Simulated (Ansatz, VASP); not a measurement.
## B2Pt2Cl in VASP and in Ansatz

```xyz
5
Lattice="3.7479 0.0000 0.0000 0.0000 3.7479 0.0000 0.0000 0.0000 7.2439" Properties=species:S:1:pos:R:3 pbc="T T T"
B     1.8740    0.0000    2.3342
B     0.0000    1.8740    2.3342
Pt    1.8740    0.0000    4.2044
Pt    0.0000    1.8740    4.2044
Cl    0.0000    0.0000    6.2886
```

Alike in both runs: task relaxation of cell and atoms; functional PBE; k mesh 4 × 4 × 4; occupations gaussian, width 0.1 eV; no spin polarisation.

|  | VASP | Ansatz |
| --- | --- | --- |
| version | VASP 6.6.1 | Ansatz 0.2.0 |
| potentials or method | VASP PAW PBE potentials, release 64 (B, Pt, Cl), cutoff 600 eV | scalar-relativistic, plane waves, PAW |
| valence electrons in the cell | 33 | 49 |

```csv
,VASP,Ansatz,Ansatz less VASP
"gap on the k mesh at the Fermi level, each at its own relaxed structure (eV)",none,none,-
relaxed volume (Å³/atom),20.63,20.64,+0.010
relaxed cell length with the largest relative difference (Å),7.212,7.187,-0.0252
```

A gap of «none» marks a metal or a gap that the smearing closes. VASP's potentials hold 33 valence electrons a cell and Ansatz's 49, so a difference there can come from the potentials and not from the codes.

The k mesh is coarse, so the values compare programs but aren't converged. Spin-orbit coupling is off throughout.
